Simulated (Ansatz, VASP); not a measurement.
KI: VASP beside Ansatz

```
CELL_PARAMETERS angstrom
0.00000 3.52656 3.52656
3.52656 0.00000 3.52656
3.52656 3.52656 0.00000
ATOMIC_POSITIONS crystal
K 0.00000 0.00000 0.00000
I 0.50000 0.50000 0.50000
```

Change from the starting cell: hydrostatic strain -0.5%.

Alike in both runs: task single point; functional r2SCAN; k mesh 6 × 6 × 6; no spin polarisation.

|  | VASP | Ansatz |
| --- | --- | --- |
| version | VASP 6.6.1 | Ansatz 0.2.0 |
| potentials or method | VASP PAW PBE potentials, release 64 (K_sv, I) | plane waves, PAW |
| plane-wave cutoff (eV) | 520 | 500 |
| occupations | gaussian, width 0.01 eV | fixed |
| valence electrons in the cell | 16 | 26 |

```tsv
	VASP	Ansatz	Ansatz less VASP
gap on the k mesh at the Fermi level (eV)	4.62	4.62	+0.003
pressure (GPa)	0.2	0.2	0.00
```

VASP's potentials were made for PBE, not for r2SCAN. VASP's potentials hold 16 valence electrons a cell and Ansatz's 26, so a difference there can come from the potentials and not from the codes.

Spin-orbit coupling is off throughout.
